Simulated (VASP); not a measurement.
MgSe3:

```
Mg Se
1.0
     4.61475    0.00000    0.00000
     0.00000    4.61475    0.00000
     0.00000    0.00000    4.61475
Mg Se
1 3
Direct
  0.00000 0.00000 0.00000
  0.50000 0.00000 0.50000
  0.00000 0.50000 0.50000
  0.50000 0.50000 0.00000
```

```yaml
Program: VASP 6.6.1
Task: relaxation of cell and atoms
Functional: PBE
Potentials_or_basis: VASP PAW PBE potentials, release 64 (Mg, Se)
Cutoff: 600 eV
k_mesh: 4 × 4 × 4
Occupations: gaussian, width 0.1 eV
Spin: no spin polarisation
```

At the start: pressure -6.1 GPa; volume 24.57 Å³/atom.

Problem. How do energy, volume and symmetry change on relaxing?

Solution. Over 3 steps the energy falls by 73.0 meV/atom and the volume is 21.20 Å³/atom (-13.7 %); space group Pm-3m (No. 221, to 0.05 Å).

Step by step:
```tsv
step	energy change (eV)	largest force (eV/Å)	pressure (GPa)	volume (Å³)
1	0.0000	0.0000	-6.14	98.28
2	-0.2911	0.0000	-0.46	85.49
3	-0.2921	0.0000	-0.02	84.80
```

Final structure:
```
Mg Se
1.0
     4.39343    0.00000    0.00000
     0.00000    4.39343    0.00000
     0.00000    0.00000    4.39343
Mg Se
1 3
Direct
  0.00000 0.00000 0.00000
  0.50000 0.00000 0.50000
  0.00000 0.50000 0.50000
  0.50000 0.50000 0.00000
```
